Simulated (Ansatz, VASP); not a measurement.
# CrO2: VASP beside Ansatz

```
Cr O
1.0
     4.53747    0.00000    0.00000
     0.00000    4.53849    0.00000
     0.00000    0.00000    2.69207
Cr O
2 4
Direct
  0.50000 0.50000 0.50000
  0.00000 0.00000 0.00000
  0.79236 0.20747 0.50000
  0.20764 0.79253 0.50000
  0.70764 0.70747 0.00000
  0.29236 0.29253 0.00000
```

Alike in both runs: functional PBE; k mesh 8 × 8 × 12; occupations gaussian, width 0.1 eV; no spin polarisation.

Ansatz relaxed the structure, and its values are those at the end. VASP's run is a single point on that final structure, the one shown.

```csv
,VASP,Ansatz
version,VASP 6.6.1,Ansatz 0.2.0
potentials or method,"VASP PAW PBE potentials, release 64 (Cr_pv, O), cutoff 520 eV","scalar-relativistic, plane waves, PAW"
valence electrons in the cell,48,52
```

|  | VASP | Ansatz | Ansatz less VASP |
| --- | --- | --- | --- |
| gap on the k mesh at the Fermi level (eV) | none | none | - |
| pressure (GPa) | 0.7 | 0.0 | -0.74 |
| rms of the force components (eV/Å) | 0.008 | 0.000 | -0.0079 |

A gap of «none» marks a metal or a gap that the smearing closes. With one functional, cell and mesh, what is left measures potentials, basis and numerics. VASP's potentials hold 48 valence electrons a cell and Ansatz's 52, so a difference there can come from the potentials and not from the codes.
